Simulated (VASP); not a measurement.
A run of VASP 6.6.1 is set up as follows.

Contents of INCAR:

```
SYSTEM = TaSi2
  PREC = Accurate
  ENCUT = 520
  EDIFF = 1E-6
  ISMEAR = 0
  SIGMA = 0.15
  LREAL = .FALSE.
  LASPH = .TRUE.
  NELM = 80
  ALGO = Fast
  ISIF = 2
  LWAVE = .FALSE.
  LCHARG = .FALSE.
  GGA = PE
  NBANDS = 38
```

File KPOINTS:

```
regular mesh
0
G
  9 9 6
  0 0 0
```

The input POSCAR:

```
TaSi2
1.0
    4.8051009126      0.0000000000      0.0000000000
   -2.4025504563      4.1613394580      0.0000000000
    0.0000000000      0.0000000000      6.5988658829
Ta Si
3 6
Direct
    0.5000000000      0.0000000000      0.5000000000
    0.5000000000      0.5000000000      0.8333333333
    0.0000000000      0.5000000000      0.1666666667
    0.1685322821      0.3370645642      0.5000000000
    0.8410800075      0.1589199925      0.8333333333
    0.6821600150      0.8410800075      0.1666666667
    0.8410800075      0.6821600150      0.5000000000
    0.1589199925      0.8410800075      0.8333333333
    0.3178399850      0.1589199925      0.1666666667
```

Potentials or basis: VASP PAW PBE potentials, release 64 (Ta_pv, Si).

Launch:

```sh
$ cat potpaw_PBE.64/Ta_pv/POTCAR potpaw_PBE.64/Si/POTCAR > POTCAR
$ mpirun -np 1 vasp_std > vasp.out
```

Task: Predict the band gap on the k mesh.

Result: Zero (an odd number of electrons rules out a gap without spin polarisation).

Task: What does it give for the largest force?

Result: 0.605 eV/Å.

Stress tensor (GPa, compression positive):
```
0.12 0.00 0.24
0.00 0.02 0.00
0.24 0.00 0.49
```

Caveat: the cell differs from its parent crystal (atom 4 (Si) moved +0.080 Å towards its neighbour atom 1 (Ta) at 2.839 Å); spin-orbit coupling is left out, which moves the levels of the heavy elements; an odd number of electrons without spin polarisation forces a metal; a magnetic or distorted state may lie lower.
